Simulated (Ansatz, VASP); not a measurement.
## MnS in VASP and in Ansatz

INCAR

```
SYSTEM = MnS
PREC = Accurate
ENCUT = 520
EDIFF = 1E-7
ISMEAR = 0
SIGMA = 0.1
LREAL = .False.
LASPH = .True.
NELM = 150
ALGO = Normal
ISIF = 2
LWAVE = .False.
LCHARG = .True.
ISPIN = 2
MAGMOM = 4 0
LORBIT = 11
LMAXMIX = 4
GGA = PE
LELF = .True.
LVHAR = .True.
NBANDS = 20
```

KPOINTS

```
Automatic mesh
0
Gamma
  5 5 5
  0 0 0
```

Contents of POSCAR:

```
MnS
1.0
    0.0000000000      2.5180113761      2.5180113761
    2.5180113761      0.0000000000      2.5180113761
    2.5180113761      2.5180113761      0.0000000000
Mn S
1 1
Direct
    0.0000000000      0.0000000000      0.0000000000
    0.5000000000      0.5000000000      0.5000000000
```

Input for Ansatz:

```yaml
crystal:
  lattice:
    - [6.789723141574717e-17, 2.518011376096304, 2.518011376096299]
    - [2.518011376096304, -8.616090622239841e-17, 2.518011376096299]
    - [2.518011376096304, 2.5180113760963034, -8.713992226725597e-15]
  atoms:
    - { symbol: Mn, position: [-1.154185163006989e-19, 6.528484041847245e-20, -6.528484042099233e-20], spin: 4.0 }
    - { symbol: S, position: [0.5000000000000009, 0.5000000000000007, 0.49999999999999734], spin: 0.0 }
kpoints:
  mp_grid:
    grid: [5, 5, 5]
magnetization:
  spin_polarized: true
scf:
  convergence:
    dr2_threshold: 1.0e-07
  occupations:
    method: gaussian
    width: 0.1
output:
  forces: true
  stress: true
```

Alike in both runs: task single point; functional PBE; k mesh 5 × 5 × 5; occupations gaussian, width 0.1 eV; collinear spin.

|  | VASP | Ansatz |
| --- | --- | --- |
| version | VASP 6.6.1 | Ansatz 0.2.0 |
| potentials or method | VASP PAW PBE potentials, release 64 (Mn_pv, S) | plane waves, PAW |
| plane-wave cutoff (eV) | 520 | 420 |
| valence electrons in the cell | 19 | 21 |

Ansatz gave:

```
pressure (GPa)                                                : -0.2
net moment per atom (μB)                                      : 2.09
size of the moment on the site where the two differ most (μB) : 3.81
```

**Question.** Estimate VASP's values.

**Answer.** Pressure (GPa): -0.2; net moment per atom (μB): 2.09; size of the moment on the site where the two differ most (μB): 3.89.

Site moments also hang on the region over which each program counts them. VASP's potentials hold 19 valence electrons a cell and Ansatz's 21, so a difference there can come from the potentials and not from the codes. Ansatz's warnings: stress scf threshold loose.

The k mesh is coarse, so the values compare programs but aren't converged.
